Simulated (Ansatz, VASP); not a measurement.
# One calculation of SiO2, two programs

```
Si O
1.0
     5.37282   -0.13395    0.00000
    -1.28542    2.35988    0.00000
     0.00000    0.00000   37.22316
Si O
4 8
Direct
  0.24521 0.48308 0.21587
  0.74522 0.48308 0.21587
  0.25479 0.51693 0.34829
  0.75479 0.51693 0.34829
  0.07853 0.81636 0.24049
  0.57853 0.81636 0.24049
  0.41189 0.14974 0.19122
  0.91189 0.14974 0.19122
  0.42145 0.18358 0.37295
  0.92145 0.18358 0.37295
  0.08813 0.85032 0.32367
  0.58813 0.85031 0.32367
```

Change from the starting cell: cell x2, atoms moved at random (sigma 0.05 Å) and cell strained at random (1.5 %), then relaxed without symmetry.

Alike in both runs: functional PBE; dispersion D3(BJ); k mesh 6 × 6 × 1; occupations gaussian, width 0.1 eV; no spin polarisation.

Ansatz relaxed the structure, and its values are those at the end. VASP's run is a single point on that final structure, the one shown.

|  | VASP | Ansatz |
| --- | --- | --- |
| version | VASP 6.6.1 | Ansatz 0.2.0 |
| potentials or method | VASP PAW PBE potentials, release 64 (Si, O), cutoff 520 eV | scalar-relativistic, plane waves, PAW |
| valence electrons in the cell | 64 | 64 |

|  | VASP | Ansatz | Ansatz less VASP |
| --- | --- | --- | --- |
| gap on the k mesh at the Fermi level (eV) | 6.44 | 6.47 | +0.025 |
| least direct gap on the mesh (eV) | 6.93 | 6.94 | +0.016 |
| rms of the force components (eV/Å) | 0.006 | 0.001 | -0.0058 |

The k mesh is coarse, so the values compare programs but aren't converged.
